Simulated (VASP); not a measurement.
Input of a VASP 6.6.1 run:

Contents of INCAR:

```
SYSTEM = Mg
ALGO = Normal ; EDIFF = 1E-6
ENCUT = 600 ; GGA = PS
GGA_COMPAT = .False. ; ISIF = 2
ISMEAR = 0 ; LASPH = .True.
LCHARG = .True. ; LELF = .True.
LREAL = .False. ; LVHAR = .True.
LWAVE = .False. ; NBANDS = 7
NELM = 120 ; PREC = Accurate
SIGMA = 0.1
```

KPOINTS

```
k-points
0
Gamma
  6 6 6
  0 0 0
```

File POSCAR:

```
Mg
1.0
    0.0000000000      2.4468636958      2.4468636958
    2.4468636958      0.0000000000      2.4468636958
    2.4468636958      2.4468636958      0.0000000000
Mg
1
Direct
    0.0000000000      0.0000000000      0.0000000000
```

Potentials or basis: VASP PAW PBE potentials, release 64 (Mg).

Run with:

```console
$ cat potpaw_PBE.64/Mg/POTCAR > POTCAR
$ mpirun -np 1 vasp_std > vasp.out
```

Q: Predict the band gap on the k mesh.

A: Zero (band 1 reaches 1.97 eV, above the bottom of band 2 at 0.14 eV).

Q: Estimate the pressure.

A: -5.7 GPa.

Caveat: the k points lie up to 0.37 Å⁻¹ apart; the cell differs from its parent crystal (Hg replaced by Mg, lengths x 1.041, strained); the PAW data sets were made with another functional, which shifts forces and pressure a little.
